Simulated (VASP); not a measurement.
Input of a VASP 6.6.1 run:

File INCAR:

```
SYSTEM = CdSe
PREC = Accurate
ENCUT = 500
EDIFF = 1E-6
ISMEAR = 0
SIGMA = 0.1
LREAL = .FALSE.
LASPH = .TRUE.
NELM = 120
ALGO = Normal
ISIF = 2
LWAVE = .FALSE.
LCHARG = .TRUE.
GGA = PS
LELF = .TRUE.
LVHAR = .TRUE.
NBANDS = 16
GGA_COMPAT = .FALSE.
```

File KPOINTS:

```
Automatic mesh
0
G
  12 12 12
  0 0 0
```

The input POSCAR:

```
CdSe
1.0
    0.0000000000      2.8739580000      2.8739580000
    2.8739580000      0.0000000000      2.8739580000
    2.8739580000      2.8739580000      0.0000000000
Cd Se
1 1
Direct
    0.0000000000      0.0000000000      0.0000000000
    0.4784913349      0.4929974620      0.5086622699
```

Potentials or basis: VASP PAW PBE potentials, release 64 (Cd, Se).

Launch:

```console
$ cat potpaw_PBE.64/Cd/POTCAR potpaw_PBE.64/Se/POTCAR > POTCAR
$ mpirun -np 1 vasp_std > vasp.out
```

Question: What does it give for the band gap on the k mesh?

Answer: Zero (bands 9 and 10 overlap by 0.50 eV).

Question: Predict the largest force.

Answer: 0.087 eV/Å.

Question: Predict the pressure.

Answer: -3.4 GPa.

Stress tensor (GPa, compression positive):
```
-3.56  0.00  0.00
 0.00 -3.46 -0.02
 0.00 -0.02 -3.06
```

Caveat: the cell differs from its parent crystal (one atom moved); the cell stands under tension; semilocal functionals underestimate gaps, so a narrow gap can read as zero; the PAW data sets were made with another functional, which shifts forces and pressure a little.
